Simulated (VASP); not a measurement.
# MnO2 (P4_2/mnm) in VASP: further runs, part 2 of 2

VASP 6.6.1. The steps go on from the part before.

### 3 Single point, LDA+U, collinear spin

INCAR

```
  ALGO = Normal
  EDIFF = 1E-6
  ENCUT = 520
  ISIF = 2
  ISMEAR = 0
  ISPIN = 2
  LASPH = True
  LCHARG = True
  LDAU = True
  LDAUJ = 0 0
  LDAUL = 2 -1
  LDAUPRINT = 1
  LDAUTYPE = 2
  LDAUU = 4 0
  LELF = True
  LMAXMIX = 4
  LORBIT = 11
  LREAL = False
  LVHAR = True
  LWAVE = False
  MAGMOM = 2.3 2.3 -0.1 -0.1 -0.1 -0.1
  NBANDS = 38
  NELM = 150
  NUPDOWN = 4.5
  PREC = Accurate
  SIGMA = 0.05
```

KPOINTS

```
k-points
0
Gamma
  4 4 7
```

POSCAR

```
MnO2
1.0
    4.3959987700      0.0000000000      0.0000000000
    0.0000000000      4.3959987700      0.0000000000
    0.0000000000      0.0000000000      2.8709991900
Mn O
2 4
Direct
    0.0000000000      0.0000000000      0.0000000000
    0.5000000000      0.5000000000      0.5000000000
    0.3020000000      0.3020000000      0.0000000000
    0.1980000000      0.8020000000      0.5000000000
    0.6980000000      0.6980000000      0.0000000000
    0.8020000000      0.1980000000      0.5000000000
```

Potentials or basis: VASP PAW LDA potentials, release 64 (Mn_pv, O).

The run is started by

```sh
cat potpaw_LDA.64/Mn_pv/POTCAR potpaw_LDA.64/O/POTCAR > POTCAR
mpirun -np 1 vasp_std > vasp.out
```

Run time: 5.2 min. Hardware: 1 thread of AMD EPYC 7R13, shared host; peak memory 0.18 GiB.

Results (log left out):

```yaml
Free_energy: -45.7336 eV
Pressure: -9.0 GPa
Largest_force: 0.529 eV/Å
Net_moment: 4.50 μB per cell
Site_moments: Mn +2.39; O -0.08 μB
Valence_electrons_inside_the_program's_atomic_spheres: Mn 11.76; O 4.99
```

Forces on the atoms (eV/Å):
```
Mn   0.000  0.000  0.000
Mn   0.000  0.000  0.000
O    0.374  0.374  0.000
O   -0.374  0.374  0.000
O   -0.374 -0.374  0.000
O    0.374 -0.374  0.000
```

Stress tensor (GPa, compression positive):
```
 -7.75   0.00   0.00
  0.00  -7.75   0.00
  0.00   0.00 -11.38
```

Eigenvalues of the final occupation matrices:
| site | spin | trace | eigenvalues |
| --- | --- | --- | --- |
| site 1 d | 1 | 3.66 | 0.46 0.46 0.87 0.92 0.95 |
| site 1 d | 2 | 1.30 | 0.07 0.15 0.31 0.33 0.45 |
| site 2 d | 1 | 3.66 | 0.46 0.46 0.87 0.92 0.95 |
| site 2 d | 2 | 1.30 | 0.07 0.15 0.31 0.33 0.45 |

Caveat: the cell stands under tension; the total moment is fixed, so each spin has its own Fermi level and the state may be an excited one.

### 4 Single point, LDA+U, collinear spin, zero start

INCAR

```
SYSTEM = MnO2
  PREC = Accurate
  ENCUT = 520
  EDIFF = 1E-6
  ISMEAR = 0
  SIGMA = 0.05
  LREAL = .False.
  LASPH = .True.
  NELM = 150
  ALGO = Normal
  ISIF = 2
  LWAVE = .False.
  LCHARG = .True.
  ISPIN = 2
  MAGMOM = 0 0 0 0 0 0
  LORBIT = 11
  NUPDOWN = 0.0
  LMAXMIX = 4
  LDAU = .True.
  LDAUTYPE = 2
  LDAUL = 2 -1
  LDAUU = 4 0
  LDAUJ = 0 0
  LDAUPRINT = 1
  LELF = .True.
  LVHAR = .True.
  NBANDS = 38
```

KPOINTS

```
regular mesh
0
Gamma
  4 4 7
  0 0 0
```

POSCAR is that of step 3.

The run is started by

```sh
cat potpaw_LDA.64/Mn_pv/POTCAR potpaw_LDA.64/O/POTCAR > POTCAR
mpirun -np 1 vasp_std > vasp.out
```

Run time: 10 min. Hardware: 1 thread of AMD EPYC 7R13, shared host; peak memory 0.18 GiB.

It converged, with:

* Free energy: -43.0904 eV
* Pressure: -18.4 GPa
* Largest force: 0.254 eV/Å
* Net moment: 0.00 μB per cell
* Valence electrons inside the program's atomic spheres: Mn 11.84; O 4.96

Forces on the atoms (eV/Å):
```
Mn   0.000  0.000  0.000
Mn   0.000  0.000  0.000
O   -0.180 -0.180  0.000
O    0.180 -0.180  0.000
O    0.180  0.180  0.000
O   -0.180  0.180  0.000
```

Stress tensor (GPa, compression positive):
```
-20.53   0.00   0.00
  0.00 -20.53   0.00
  0.00   0.00 -14.13
```

Eigenvalues of the final occupation matrices:
```csv
site,spin,trace,eigenvalues
site 1 d,1,2.53,0.34 0.42 0.42 0.44 0.92
site 1 d,2,2.53,0.34 0.42 0.42 0.44 0.92
site 2 d,1,2.53,0.34 0.42 0.42 0.44 0.92
site 2 d,2,2.53,0.34 0.42 0.42 0.44 0.92
```

Caveat: the stress differs along the axes, from -21 to -14 GPa; the total moment is fixed, so each spin has its own Fermi level.

### 5 Single point, LDA+U, collinear spin, antiferromagnetic start

INCAR

```
ALGO = Normal ; EDIFF = 1E-6
ENCUT = 520 ; ISIF = 2
ISMEAR = 0 ; ISPIN = 2
LASPH = T ; LCHARG = F
LDAU = T ; LDAUJ = 0 0
LDAUL = 2 -1 ; LDAUPRINT = 1
LDAUTYPE = 2 ; LDAUU = 4 0
LMAXMIX = 4 ; LORBIT = 11
LREAL = F ; LWAVE = F
MAGMOM = 2.79 -2.79 -0.01 0.01 -0.01 0.01 ; NBANDS = 38
NELM = 150 ; PREC = Accurate
SIGMA = 0.05
```

KPOINTS

```
k-points
0
Gamma
  4 4 7
```

POSCAR is that of step 4.

The run is started by

```sh
cat potpaw_LDA.64/Mn_pv/POTCAR potpaw_LDA.64/O/POTCAR > POTCAR
mpirun -np 1 vasp_std > vasp.out
```

It took 3.7 min on 1 thread of AMD EPYC 7R13, shared host; peak memory 0.18 GiB.

Results (log left out):

* Free energy: -47.0879 eV
* Pressure: -7.1 GPa
* Largest force: 0.517 eV/Å
* Band gap on the k mesh: 0.24 eV
* Net moment: 0.00 μB per cell
* Site moments: Mn +2.87, -2.87; O -0.01, +0.01 (each value once) μB
* Valence electrons inside the program's atomic spheres: Mn 11.71; O 5.01

Forces in eV/Å, atoms in the order of the input:
```
Mn   0.000  0.000  0.000
Mn   0.000  0.000  0.000
O    0.366  0.366  0.000
O   -0.366  0.366  0.000
O   -0.366 -0.366  0.000
O    0.366 -0.366  0.000
```

Stress tensor (GPa, compression positive):
```
-6.84  0.00  0.00
 0.00 -6.84  0.00
 0.00  0.00 -7.59
```

Levels at points of the mesh, in eV from the valence-band top:
Spin up:
| k point | band 22 | band 23 | band 24 | band 25 | band 26 | band 27 | band 28 | band 29 |
| --- | --- | --- | --- | --- | --- | --- | --- | --- |
| (0.00, 0.00, 0.00) | -1.25 | -0.72 | -0.67 | 0.00 | 0.24 | 1.11 | 1.98 | 2.94 |
| (0.50, 0.00, 0.00) | -1.58 | -1.43 | -0.95 | -0.82 | 1.94 | 2.33 | 2.40 | 2.49 |
| (0.50, 0.50, 0.00) | -2.16 | -1.77 | -1.75 | -0.10 | 0.31 | 1.08 | 2.70 | 3.17 |
Spin down:
```csv
k point,band 23,band 24,band 25,band 26,band 27,band 28
"(0.00, 0.00, 0.00)",-0.72,-0.67,0.00,0.24,1.11,1.98
"(0.50, 0.00, 0.00)",-1.43,-0.95,-0.82,1.94,2.33,2.40
"(0.50, 0.50, 0.00)",-1.77,-1.75,-0.10,0.31,1.08,2.70
```

Eigenvalues of the final occupation matrices:
```csv
site,spin,trace,eigenvalues
site 1 d,1,3.87,0.49 0.50 0.96 0.96 0.96
site 1 d,2,1.03,0.07 0.13 0.15 0.33 0.34
site 2 d,1,1.03,0.07 0.13 0.15 0.33 0.34
site 2 d,2,3.87,0.49 0.50 0.96 0.96 0.96
```

Caveat: the cell stands under tension; semilocal functionals underestimate gaps, and a narrow one can read as zero.

### 6 Single point, LDA+U, collinear spin, antiferromagnetic start

INCAR

```
PREC = Accurate ; ENCUT = 520
EDIFF = 1E-6 ; ISMEAR = 0
SIGMA = 0.05 ; LREAL = False
LASPH = True ; NELM = 150
ALGO = Normal ; ISIF = 2
LWAVE = False ; LCHARG = False
ISPIN = 2 ; MAGMOM = 2.53 -2.53 0 0 0 0
LORBIT = 11 ; LMAXMIX = 4
LDAU = True ; LDAUTYPE = 2
LDAUL = 2 -1 ; LDAUU = 4 0
LDAUJ = 0 0 ; LDAUPRINT = 1
GGA = CA ; NBANDS = 38
```

KPOINTS

```
Automatic mesh
0
Gamma
  4 4 7
```

POSCAR is that of step 5.

Potentials or basis: VASP PAW LDA potentials, release 64 (Mn_pv, O).

The run is started by

```sh
cat potpaw_LDA.64/Mn_pv/POTCAR potpaw_LDA.64/O/POTCAR > POTCAR
mpirun -np 1 vasp_std > vasp.out
```

Wall time 3.8 min (1 thread of AMD EPYC 7R13, shared host); peak memory 0.18 GiB.

The run converged. Its results:

```
Free energy                                           : -47.0879 eV
Pressure                                              : -7.1 GPa
Largest force                                         : 0.517 eV/Å
Band gap on the k mesh                                : 0.24 eV
Net moment                                            : 0.00 μB per cell
Site moments                                          : Mn +2.87, -2.87; O -0.01, +0.01 (each value once) μB
Valence electrons inside the program's atomic spheres : Mn 11.71; O 5.01
```

Forces on the atoms (eV/Å):
```
Mn   0.000  0.000  0.000
Mn   0.000  0.000  0.000
O    0.366  0.366  0.000
O   -0.366  0.366  0.000
O   -0.366 -0.366  0.000
O    0.366 -0.366  0.000
```

Stress tensor (GPa, compression positive):
```
-6.81  0.00  0.00
 0.00 -6.81  0.00
 0.00  0.00 -7.56
```

Levels at points of the mesh, in eV from the valence-band top:
Spin up:
| k point | band 23 | band 24 | band 25 | band 26 | band 27 | band 28 |
| --- | --- | --- | --- | --- | --- | --- |
| (0.00, 0.00, 0.00) | -0.72 | -0.67 | 0.00 | 0.24 | 1.11 | 1.98 |
| (0.50, 0.00, 0.00) | -1.43 | -0.95 | -0.82 | 1.94 | 2.33 | 2.40 |
| (0.50, 0.50, 0.00) | -1.77 | -1.75 | -0.10 | 0.31 | 1.08 | 2.70 |
Spin down:
| k point | band 21 | band 22 | band 23 | band 24 | band 25 | band 26 | band 27 | band 28 | band 29 | band 30 |
| --- | --- | --- | --- | --- | --- | --- | --- | --- | --- | --- |
| (0.00, 0.00, 0.00) | -2.53 | -1.25 | -0.72 | -0.67 | 0.00 | 0.24 | 1.11 | 1.98 | 2.94 | 3.50 |
| (0.50, 0.00, 0.00) | -2.44 | -1.58 | -1.43 | -0.95 | -0.82 | 1.94 | 2.33 | 2.40 | 2.49 | 2.83 |
| (0.50, 0.50, 0.00) | -2.20 | -2.16 | -1.77 | -1.75 | -0.10 | 0.31 | 1.08 | 2.70 | 3.17 | 3.50 |

Eigenvalues of the final occupation matrices:
```
    site  spin  trace               eigenvalues
site 1 d     1   3.87  0.49 0.50 0.96 0.96 0.96
site 1 d     2   1.03  0.07 0.13 0.15 0.33 0.34
site 2 d     1   1.03  0.07 0.13 0.15 0.33 0.34
site 2 d     2   3.87  0.49 0.50 0.96 0.96 0.96
```

Caveat: the cell stands under tension; semilocal functionals underestimate gaps, and a narrow one can read as zero. The state reached can hang on the start; a lower one may exist.

### 7 Overview

| spin | fixed moment (μB) | gap on the mesh (eV) | pressure (GPa) | moment (μB) | largest force (eV/Å) |
| --- | --- | --- | --- | --- | --- |
| collinear, ferromagnetic start | - | none | -5.5 | 6.02 | 0.53 |
| collinear | 4.5 | - | -9.0 | 4.50 | 0.53 |
| collinear, zero start | 0.0 | - | -18.4 | 0.00 | 0.25 |
| collinear, antiferromagnetic start | - | 0.24 | -7.1 | 0.00 | 0.52 |

Alike in all rows: task single point; level LDA+U; potentials or basis VASP PAW LDA potentials, release 64 (Mn_pv, O); Mn d U = 4.0 eV; cell as given; k mesh 4 × 4 × 7; cutoff (eV) 520; smearing gaussian 0.05 eV.

Caveats: the cell stands under tension (at least some runs); the run started ferromagnetic, and an antiferromagnetic order may lie lower in energy (at least some runs); the total moment is fixed, so each spin has its own Fermi level and the state may be an excited one (at least some runs); the stress differs along the axes, from -21 to -14 GPa (at least some runs); the total moment is fixed, so each spin has its own Fermi level (at least some runs); semilocal functionals underestimate gaps, and a narrow one can read as zero (at least some runs).

Total energies depend on the potentials used, so only differences within one code and one set of settings carry meaning.
